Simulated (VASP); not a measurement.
# CdS (P3m1) in VASP: notebook

Runs on CdS. Level: LDA. Tasks: single point.

All numbers are computed with VASP 6.6.1; they aren't measurements. Logs are shortened: lines on timing, memory, paths and dates and some standing lists are left out, and cuts for length are marked.

## 1. The cell of the first run

Symmetry: P3m1, No. 156, trigonal system. Conventional cell: a = 4.389 Å, b = 4.389 Å, c = 5.804 Å, α = 90.00°, β = 90.00°, γ = 120.00°. Within 3.3 Å of Cd (site symmetry 3m) lie 3 S at 2.53 Å. S (site symmetry 3m) has 3 Cd at 2.53 Å within 3.3 Å.

## 2. Single point, LDA

INCAR

```
SYSTEM = CdS
  PREC = Accurate
  ENCUT = 520
  EDIFF = 1E-7
  ISMEAR = 0
  SIGMA = 0.02
  LREAL = .FALSE.
  LASPH = .TRUE.
  NELM = 100
  ALGO = Normal
  ISIF = 2
  LWAVE = .FALSE.
  LCHARG = .FALSE.
  GGA = CA
  NBANDS = 16
```

KPOINTS

```
Automatic mesh
0
G
  6 6 4
  0 0 0
```

POSCAR

```
CdS
1.0
    4.3890051000      0.0000000000      0.0000000000
   -2.1945025500      3.8009894300      0.0000000000
    0.0000000000      0.0000000000      5.8041730000
Cd S
1 1
Direct
    0.0000000000      0.0000000000      0.4426920000
    0.6666666667      0.3333333333      0.4343080000
```

Potentials or basis: VASP PAW LDA potentials, release 64 (Cd, S).

Started as:

```sh
> cat potpaw_LDA.64/Cd/POTCAR potpaw_LDA.64/S/POTCAR > POTCAR
> mpirun -np 1 vasp_std > vasp.out
```

OUTCAR:

```text
SYSTEM = CdS
   PREC = Accurate
   ENCUT = 520
   EDIFF = 1E-7
   ISMEAR = 0
   LREAL = .FALSE.
   LASPH = .TRUE.
   NELM = 100
   ISIF = 2
   GGA = CA

 ion  position               nearest neighbor table
   1  0.000  0.000  0.443-   2 2.53   2 2.53   2 2.53
   2  0.667  0.333  0.434-   1 2.53   1 2.53   1 2.53

  LATTYP: Found a hexagonal cell.
 ALAT       =     4.3890051000
 C/A-ratio  =     1.3224347814

  Lattice vectors:

 A1 = (   4.3890051000,   0.0000000000,   0.0000000000)
 A2 = (  -2.1945025500,   3.8009894300,   0.0000000000)
 A3 = (   0.0000000000,   0.0000000000,   5.8041730000)

Analysis of symmetry for initial positions (statically):
=====================================================================
 Subroutine PRICEL returns:
 Original cell was already a primitive cell.

 Routine SETGRP: Setting up the symmetry group for a
 hexagonal supercell.

 Subroutine GETGRP returns: Found  6 space group operations
 (whereof  6 operations were pure point group operations)
 out of a pool of 24 trial point group operations.

The static configuration has the point symmetry C_3v.

Analysis of symmetry for dynamics (positions and initial velocities):
=====================================================================
 Subroutine PRICEL returns:
 Original cell was already a primitive cell.

 Routine SETGRP: Setting up the symmetry group for a
 hexagonal supercell.

 Subroutine GETGRP returns: Found  6 space group operations
 (whereof  6 operations were pure point group operations)
 out of a pool of 24 trial point group operations.

The dynamic configuration has the point symmetry C_3v.

 Subroutine INISYM returns: Found  6 space group operations
 (whereof  6 operations are pure point group operations),
 and found     1 'primitive' translations

----------------------------------------------------------------------------------------

                                     Primitive cell

  volume of cell :      96.8285

  direct lattice vectors                    reciprocal lattice vectors
     4.389005100  0.000000000  0.000000000     0.227842068  0.131544696  0.000000000
    -2.194502550  3.800989430  0.000000000     0.000000000  0.263089392  0.000000000
     0.000000000  0.000000000  5.804173000     0.000000000  0.000000000  0.172289834

  length of vectors
     4.389005100  4.389004681  5.804173000     0.263089367  0.263089392  0.172289834

  position of ions in fractional coordinates (direct lattice)
     0.000000000  0.000000000  0.442692000
     0.666666667  0.333333333  0.434308000

  ion indices of the primitive-cell ions
   primitive index   ion index
                 1           1
                 2           2

----------------------------------------------------------------------------------------

 KPOINTS: Automatic mesh

Automatic generation of k-mesh.
 Grid dimensions read from file:
 generate k-points for:    6    6    4

 Generating k-lattice:

  Cartesian coordinates                     Fractional coordinates (reciprocal lattice)
     0.037973678  0.021924116  0.000000000     0.166666667  0.000000000  0.000000000
     0.000000000  0.043848232  0.000000000     0.000000000  0.166666667  0.000000000
     0.000000000  0.000000000  0.043072458     0.000000000  0.000000000  0.250000000

  Length of vectors
     0.043848228  0.043848232  0.043072458

  Shift w.r.t. Gamma in fractional coordinates (k-lattice)
     0.000000000  0.000000000  0.000000000

 Subroutine IBZKPT returns following result:
 ===========================================

 Found     24 irreducible k-points:

 Following reciprocal coordinates:
            Coordinates               Weight
  0.000000  0.000000  0.000000      1.000000
  0.166667  0.000000  0.000000      6.000000
  0.333333  0.000000  0.000000      6.000000
  0.500000  0.000000  0.000000      3.000000
  0.166667  0.166667  0.000000      6.000000
  0.333333  0.166667  0.000000     12.000000
[... 16 lines left out ...]
  0.333333  0.166667  0.500000     12.000000
  0.333333  0.333333  0.500000      2.000000
   k-points           NKPTS =     24   k-points in BZ     NKDIM =     24   number of bands    NBANDS=     16
   number of dos      NEDOS =    301   number of ions     NIONS =      2
   total plane-waves  NPLWV =  62208
   dimension x,y,z NGX =    36 NGY =   36 NGZ =   48
   dimension x,y,z NGXF=    72 NGYF=   72 NGZF=   96
   ions per type =               1   1
   NGX,Y,Z   is equivalent  to a cutoff of  13.64, 13.64, 13.75 a.u.
   NGXF,Y,Z  is equivalent  to a cutoff of  27.27, 27.27, 27.50 a.u.
 SYSTEM =  CdS
   PREC   = accura    normal or accurate (medium, high low for compatibility)
   ISTART =      0    job   : 0-new  1-cont  2-samecut
   ICHARG =      2    charge: 1-file 2-atom 10-const
   ISPIN  =      1    spin polarized calculation?
   LNONCOLLINEAR =      F non collinear calculations
   LSORBIT =      F    spin-orbit coupling
   LASPH  =      T    aspherical Exc in radial PAW
   ENCUT  =  520.0 eV  38.22 Ry    6.18 a.u.   8.16  8.16 10.79*2*pi/ulx,y,z
   NELM   =    100;   NELMIN=  2; NELMDL= -5     # of ELM steps
   EDIFF  = 0.1E-06   stopping-criterion for ELM
   LREAL  =      F    real-space projection
   EDIFFG = 0.1E-05   stopping-criterion for IOM
   NSW    =      0    number of steps for IOM
   IBRION =     -1    ionic relax: 0-MD 1-quasi-New 2-CG
   NFREE  =      0    steps in history (QN), initial steepest desc. (CG)
   ISIF   =      2    stress and relaxation
   ISYM   =      2    0-nonsym 1-usesym 2-fastsym
   POTIM  = 0.5000    time-step for ionic-motion
   TEBEG  =    0.0;   TEEND  =   0.0 temperature during run
   PSTRESS=    0.0 pullay stress
   NELECT =      18.0000    total number of electrons
   NUPDOWN=      -1.0000    fix difference up-down
   EMIN   =  10.00;   EMAX   =-10.00  energy-range for DOS
   EFERMI =   0.00;   METHOD = LEGACY
   ISMEAR =     0;   SIGMA  =   0.02  broadening in eV -4-tet -1-fermi 0-gaus
   EFERMI_NEDOS =   21; number of points for ismear=-14 and -15
   IALGO  =     38    algorithm
   IMIX   =      4    mixing-type and parameters
     AMIX     =   0.40;   BMIX     =  1.00
     AMIX_MAG =   1.60;   BMIX_MAG =  1.00
  volume/ion in A,a.u.               =      48.41       326.72
  Fermi-wavevector in a.u.,A,eV,Ry     =   0.934325  1.765618 11.877385  0.872963
  Thomas-Fermi vector in A             =   2.061118
   LORBIT       =      0    0 simple, 1 ext, 2 COOP (PROOUT), +10 PAW based schemes
   GGA     = CA    functional components
   LHFCALC =     F    Hartree Fock is set to
   AEXX    =    0.0000 exact exchange contribution
   IVDW    =     0    specifies the selected vdW correction
   LEPSILON=     F    determine dielectric tensor
   LRPA    =     F    only Hartree local field effects (RPA)
 non-spin polarized calculation
 Gauss-broadening in eV      SIGMA  =   0.02
  energy-cutoff  :      520.00
  volume of cell :       96.83
 maximum number of plane-waves:      2655
 NGX is ok and might be reduce to    36
   NGX = 17   NGY = 17   NGZ = 21

 number of electron      18.0000007 magnetization

 Free energy of the ion-electron system (eV)
  ---------------------------------------------------
  ext. energy  EPLUGINS =         0.00000000
  ---------------------------------------------------
  free energy    TOTEN  =        -6.43031751 eV

  energy without entropy =       -6.43031751  energy(sigma->0) =       -6.43031751

 E-fermi :  -2.4319     XC(G=0):  -6.3788

 val. band max:       -2.5297991112   @ k =   0.3333   0.3333   0.0000
 cond. band min:      -1.6326429240   @ k =   0.0000   0.0000   0.0000
 fundamental gap:      0.8971561872
 Fermi energy:        -2.4318881668

 k-point     1 :       0.0000    0.0000    0.0000
  band No.  band energies     occupation
      1     -13.8531      2.00000
      2     -10.1370      2.00000
      3     -10.1370      2.00000
      4      -9.7478      2.00000
      5      -9.7478      2.00000
      6      -9.5735      2.00000
[... 8 lines left out ...]
     15       7.7116      0.00000
     16       8.9476      0.00000

 k-point     2 :       0.1667    0.0000    0.0000
  band No.  band energies     occupation
      1     -13.7822      2.00000
      2     -10.1051      2.00000
      3     -10.0832      2.00000
      4      -9.7680      2.00000
      5      -9.7508      2.00000
      6      -9.5461      2.00000
[... 8 lines left out ...]
     15       8.6551      0.00000
     16       8.7557      0.00000

 k-point     3 :       0.3333    0.0000    0.0000
  band No.  band energies     occupation
      1     -13.6391      2.00000
      2     -10.0007      2.00000
      3      -9.9694      2.00000
      4      -9.8070      2.00000
      5      -9.7566      2.00000
      6      -9.4734      2.00000
[... 8 lines left out ...]
     15       7.1989      0.00000
     16       7.7133      0.00000

 k-point     4 :       0.5000    0.0000    0.0000
  band No.  band energies     occupation
      1     -13.5673      2.00000
      2      -9.9264      2.00000
      3      -9.9091      2.00000
      4      -9.8257      2.00000
      5      -9.7595      2.00000
      6      -9.4127      2.00000
[... 8 lines left out ...]
     15       7.2738      0.00000
     16       7.4899      0.00000

 k-point     5 :       0.1667    0.1667    0.0000
  band No.  band energies     occupation
      1     -13.6750      2.00000
      2     -10.0578      2.00000
      3      -9.9786      2.00000
      4      -9.7947      2.00000
      5      -9.7579      2.00000
      6      -9.4897      2.00000
[... 8 lines left out ...]
     15       7.2432      0.00000
     16       8.0385      0.00000

 k-point     6 :       0.3333    0.1667    0.0000
  band No.  band energies     occupation
      1     -13.5676      2.00000
      2      -9.9765      2.00000
      3      -9.8935      2.00000
      4      -9.8188      2.00000
      5      -9.7667      2.00000
      6      -9.3762      2.00000
[... 8 lines left out ...]
     15       6.2771      0.00000
     16       7.4032      0.00000

 k-point     7 :       0.3333    0.3333    0.0000
  band No.  band energies     occupation
      1     -13.5322      2.00000
      2      -9.9534      2.00000
      3      -9.8922      2.00000
      4      -9.8190      2.00000
      5      -9.7775      2.00000
      6      -9.2813      2.00000
[... 8 lines left out ...]
     15       6.2353      0.00000
     16       6.4854      0.00000

 k-point     8 :       0.0000    0.0000    0.2500
  band No.  band energies     occupation
      1     -13.8513      2.00000
      2     -10.1369      2.00000
      3     -10.1369      2.00000
      4      -9.7481      2.00000
      5      -9.7481      2.00000
      6      -9.5692      2.00000
[... 8 lines left out ...]
     15       7.8387      0.00000
     16       8.6423      0.00000

 k-point     9 :       0.1667    0.0000    0.2500
  band No.  band energies     occupation
      1     -13.7804      2.00000
      2     -10.1050      2.00000
      3     -10.0831      2.00000
      4      -9.7685      2.00000
      5      -9.7511      2.00000
      6      -9.5422      2.00000
[... 8 lines left out ...]
     15       8.0421      0.00000
     16       8.2298      0.00000
[... 172 lines left out ...]
 k-point    19 :       0.1667    0.0000    0.5000
  band No.  band energies     occupation
      1     -13.7787      2.00000
      2     -10.1048      2.00000
      3     -10.0831      2.00000
      4      -9.7690      2.00000
      5      -9.7514      2.00000
      6      -9.5384      2.00000
[... 8 lines left out ...]
     15       6.9817      0.00000
     16       7.9400      0.00000

 k-point    20 :       0.3333    0.0000    0.5000
  band No.  band energies     occupation
      1     -13.6361      2.00000
      2      -9.9996      2.00000
      3      -9.9693      2.00000
      4      -9.8087      2.00000
      5      -9.7573      2.00000
      6      -9.4689      2.00000
[... 8 lines left out ...]
     15       7.3717      0.00000
     16       7.5798      0.00000

 k-point    21 :       0.5000    0.0000    0.5000
  band No.  band energies     occupation
      1     -13.5646      2.00000
      2      -9.9242      2.00000
      3      -9.9090      2.00000
      4      -9.8277      2.00000
      5      -9.7602      2.00000
      6      -9.4115      2.00000
[... 8 lines left out ...]
     15       7.8175      0.00000
     16       7.8590      0.00000

 k-point    22 :       0.1667    0.1667    0.5000
  band No.  band energies     occupation
      1     -13.6719      2.00000
      2     -10.0572      2.00000
      3      -9.9782      2.00000
      4      -9.7962      2.00000
      5      -9.7587      2.00000
      6      -9.4840      2.00000
[... 8 lines left out ...]
     15       6.6506      0.00000
     16       7.4431      0.00000

 k-point    23 :       0.3333    0.1667    0.5000
  band No.  band energies     occupation
      1     -13.5650      2.00000
      2      -9.9754      2.00000
      3      -9.8928      2.00000
      4      -9.8206      2.00000
      5      -9.7676      2.00000
      6      -9.3744      2.00000
[... 8 lines left out ...]
     15       7.0548      0.00000
     16       7.8987      0.00000

 k-point    24 :       0.3333    0.3333    0.5000
  band No.  band energies     occupation
      1     -13.5297      2.00000
      2      -9.9515      2.00000
      3      -9.8921      2.00000
      4      -9.8207      2.00000
      5      -9.7787      2.00000
      6      -9.2806      2.00000
[... 8 lines left out ...]
     15       6.5344      0.00000
     16       8.2351      0.00000

------------------------ aborting loop because EDIFF is reached ----------------------------------------

  FORCE on cell =-STRESS in cart. coord.  units (eV):
  Direction    XX          YY          ZZ          XY          YZ          ZX
  --------------------------------------------------------------------------------------
  -------------------------------------------------------------------------------------
  Total       -3.6603855     -3.6603846     -0.0599718     -0.0000000     -0.0000000      0.0000000
  in kB      -60.5667557    -60.5667403     -0.9923266     -0.0000000     -0.0000000      0.0000000
  external PRESSURE =     -40.7086075 kB  Pullay stress =       0.0000000 kB

 VOLUME and BASIS-vectors are now :
 -----------------------------------------------------------------------------
  energy-cutoff  :      520.00
  volume of cell :       96.83
      direct lattice vectors                 reciprocal lattice vectors
     4.389005100  0.000000000  0.000000000     0.227842068  0.131544696  0.000000000
    -2.194502550  3.800989430  0.000000000     0.000000000  0.263089392  0.000000000
     0.000000000  0.000000000  5.804173000     0.000000000  0.000000000  0.172289834

 POSITION                                       TOTAL-FORCE (eV/Angst)
 -----------------------------------------------------------------------------------
      0.00000      0.00000      2.56946         0.000000      0.000000     -0.036797
      2.19450      1.26700      2.52080        -0.000000      0.000000      0.036797
 -----------------------------------------------------------------------------------
    total drift:                               -0.000000      0.000004     -0.000104

  FREE ENERGIE OF THE ION-ELECTRON SYSTEM (eV)
  ---------------------------------------------------
  free  energy   TOTEN  =        -6.4303175072 eV

  energy  without entropy=       -6.4303175072  energy(sigma->0) =       -6.43031751
```

Run time: 18 s. Hardware: 1 thread of Intel Xeon Platinum 8488C (Sapphire Rapids), shared host; peak memory 0.2 GiB.

What came out:

- Free energy: -6.4303 eV
- Pressure: -4.1 GPa
- Largest force: 0.037 eV/Å
- Band gap on the k mesh: 0.90 eV, indirect (least direct gap 1.09 eV)

Forces on the atoms (eV/Å):
```
Cd   0.000  0.000 -0.037
S    0.000  0.000  0.037
```

Stress tensor (GPa, compression positive):
```
-6.06  0.00  0.00
 0.00 -6.06  0.00
 0.00  0.00 -0.10
```

A k mesh can miss the band edges. Expect the measured gap to be larger: semilocal functionals such as LDA lack the derivative discontinuity.

## 3. Single point, LDA

This run uses another cell than the first one, of 45.64 Å³/atom, 0.943 times its volume.

INCAR

```
PREC = Accurate ; ENCUT = 540
EDIFF = 1E-6 ; ISMEAR = 0
SIGMA = 0.02 ; LREAL = F
LASPH = T ; NELM = 120
ALGO = Normal ; ISIF = 2
LWAVE = F ; LCHARG = T
GGA = CA ; LELF = T
LVHAR = T ; NBANDS = 20
GGA_COMPAT = F
```

KPOINTS

```
Automatic mesh
0
Gamma
  6 6 4
```

POSCAR

```
CdS
1.0
    4.2611700000      0.0000000000      0.0000000000
   -2.1305850000      3.6902810000      0.0000000000
    0.0000000000      0.0000000000      5.8041730000
Cd S
1 1
Direct
    0.0000000000      0.0000000000      0.4426920000
    0.6666666667      0.3333333333      0.4343080000
```

Potentials or basis: VASP PAW LDA potentials, release 64 (Cd_sv_GW, S).

Started as:

```sh
> cat potpaw_LDA.64/Cd_sv_GW/POTCAR potpaw_LDA.64/S/POTCAR > POTCAR
> mpirun -np 1 vasp_std > vasp.out
```

Run time: 26 s. Hardware: 1 thread of AMD EPYC 9R45 (Zen 5), shared host; peak memory 0.18 GiB.

It converged, with:

```yaml
Free_energy: -6.6279 eV
Pressure: -3.0 GPa
Largest_force: 0.026 eV/Å
Band_gap_on_the_k_mesh: 1.27 eV, indirect (least direct gap 1.28 eV)
```

Forces in eV/Å, atoms in the order of the input:
```
Cd   0.000  0.000 -0.026
S    0.000  0.000  0.026
```

Stress tensor (GPa, compression positive):
```
-4.17  0.00  0.00
 0.00 -4.17  0.00
 0.00  0.00 -0.67
```

Levels at points of the mesh, in eV from the valence-band top:
```
           k point  band 10  band 11  band 12  band 13  band 14  band 15  band 16  band 17
(0.00, 0.00, 0.00)    -6.92    -1.05    -0.01    -0.01     1.27     5.48     6.79     6.79
(0.50, 0.00, 0.00)    -6.78    -3.66    -1.33    -0.13     3.53     5.00     6.61     7.34
(0.00, 0.00, 0.50)    -6.91    -1.28     0.00     0.00     1.55     4.94     6.84     6.84
(0.50, 0.00, 0.50)    -6.78    -3.63    -1.32    -0.24     3.69     4.11     7.62     7.77
```

A k mesh can miss the band edges.

[end of part 1 of 3]
